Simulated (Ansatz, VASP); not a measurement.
# Al2Cu: VASP beside Ansatz

The input INCAR:

```
PREC = Accurate ; ENCUT = 520
EDIFF = 1E-6 ; ISMEAR = 0
SIGMA = 0.15 ; LREAL = False
LASPH = True ; NELM = 60
ALGO = Fast ; ISIF = 2
LWAVE = False ; LCHARG = False
GGA = PE ; NBANDS = 16
```

The input KPOINTS:

```
regular mesh
0
Gamma
  14 14 14
```

File POSCAR:

```
Al2Cu
1.0
   -1.9014808453      1.9014808453      2.9396000000
    1.9014808453     -1.9014808453      2.9396000000
    1.9014808453      1.9014808453     -2.9396000000
Al Cu
2 1
Direct
    0.7500000000      0.2500000000      0.5000000000
    0.2500000000      0.7500000000      0.5000000000
    0.5000000000      0.5000000000      0.0000000000
```

Input for Ansatz:

```yaml
crystal:
  lattice:
    - [-1.9014808453, 1.9014808453, 2.9396]
    - [1.9014808453, -1.9014808453, 2.9396]
    - [1.9014808453, 1.9014808453, -2.9396]
  atoms:
    - { symbol: Al, position: [0.75, 0.25, 0.5] }
    - { symbol: Al, position: [0.25, 0.75, 0.5] }
    - { symbol: Cu, position: [0.5, 0.5, 0.0] }
basis:
  ecutwfc: 520.0
kpoints:
  mp_grid: { grid: [14, 14, 14] }
hamiltonian:
  xc: pbe
  pseudopotentials: { kind: paw, azcp: { folder: soft_1 } }
scf:
  occupations: { method: gaussian, width: 0.15 }
output:
  forces: true
  stress: true
  eigenvalues: true
```

Alike in both runs: task single point; functional PBE; k mesh 14 × 14 × 14; occupations gaussian, width 0.15 eV; no spin polarisation.

```csv
,VASP,Ansatz
version,VASP 6.6.1,Ansatz 0.2.0
potentials or method,"VASP PAW PBE potentials, release 64 (Al, Cu), cutoff 520 eV","scalar-relativistic, plane waves, PAW"
valence electrons in the cell,17,25
```

Ansatz gave:

```
gap on the k mesh at the Fermi level (eV)                     : none
pressure (GPa)                                                : 16.8
traceless stress, the component that is largest in VASP (GPa) : -6.09
```

Question: What did VASP give for the same quantities?

Answer: gap on the k mesh at the Fermi level (eV): none; pressure (GPa): 17.0; traceless stress, the component that is largest in VASP (GPa): -6.06.

A gap of «none» marks a metal or a gap that the smearing closes. With one functional, cell and mesh, what is left measures potentials, basis and numerics. VASP's potentials hold 17 valence electrons a cell and Ansatz's 25, so a difference there can come from the potentials and not from the codes.
